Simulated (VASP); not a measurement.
The system is Cu.

```
CELL_PARAMETERS angstrom
2.46108 0.00000 0.00000
-0.92224 2.28175 0.00000
-0.76942 -1.14087 2.04042
ATOMIC_POSITIONS crystal
Cu 0.00000 0.00000 0.00000
```

| Property | Result |
| --- | --- |
| Program | VASP 6.6.1 |
| Task | relaxation of cell and atoms |
| Functional | LDA |
| Potentials or basis | VASP PAW LDA potentials, release 64 (Cu) |
| Cutoff | 600 eV |
| k mesh | 15 × 15 × 14 |
| Occupations | fermi-dirac, width 0.15 eV |
| Spin | no spin polarisation |

At the start: pressure -6.8 GPa; volume 11.46 Å³/atom.

Problem. Where does the relaxation end?

Solution. Over 3 steps the energy falls by 10.5 meV/atom and the volume is 10.99 Å³/atom (-4.1 %); space group I4/mmm (No. 139, to 0.05 Å).

The path:
```
step  energy change (eV)  largest force (eV/Å)  pressure (GPa)  volume (Å³)
   1              0.0000                0.0000           -6.83        11.46
   2             -0.0048                0.0000            5.78        10.67
   3             -0.0105                0.0000            0.01        10.99
```

Final structure:
```yaml
crystal:
  lattice:
    - [2.42695, -0.00047, 0.00059]
    - [-0.90989, 2.24993, 0.00059]
    - [-0.75804, -1.12401, 2.01215]
  atoms:
    - { symbol: Cu, position: [0.00000, 0.00000, 0.00000] }
```
